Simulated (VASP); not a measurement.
Here is a VASP 6.6.1 calculation.

Contents of INCAR:

```
SYSTEM = SnO
PREC = Accurate ; ENCUT = 910
EDIFF = 1E-6 ; ISMEAR = -1
SIGMA = 0.05 ; LREAL = .False.
LASPH = .True. ; NELM = 120
ALGO = Normal ; ISIF = 2
LWAVE = .False. ; LCHARG = .False.
GGA = PS ; NBANDS = 28
GGA_COMPAT = .False.
```

KPOINTS

```
regular mesh
0
Gamma
  7 7 6
  0 0 0
```

Contents of POSCAR:

```
SnO
1.0
    3.8136952200      0.0000000000      0.0000000000
    0.0000000000      3.8136952200      0.0000000000
    0.0000000000      0.0000000000      4.8869133000
Sn O
2 2
Direct
    0.5000000000      0.0000000000      0.7646261400
    0.0000000000      0.5000000000      0.2353738600
    0.0000000000      0.0000000000      0.0000000000
    0.5000000000      0.5000000000      0.0000000000
```

Potentials or basis: VASP PAW PBE potentials, release 64 (Sn_d, O_h).

The run is started by

```bash
$ cat potpaw_PBE.64/Sn_d/POTCAR potpaw_PBE.64/O_h/POTCAR > POTCAR
$ mpirun -np 1 vasp_std > vasp.out
```

(1) Estimate the pressure.

(2) Predict the largest force.

Results:

(1) -0.5 GPa.

(2) 0.154 eV/Å.

Caveat: the cutoff is under 1.25 times the usual one of these potentials, so pressure, stress and relaxed cells hold a basis-set (Pulay) error; the PAW data sets were made with another functional, which shifts forces and pressure a little.
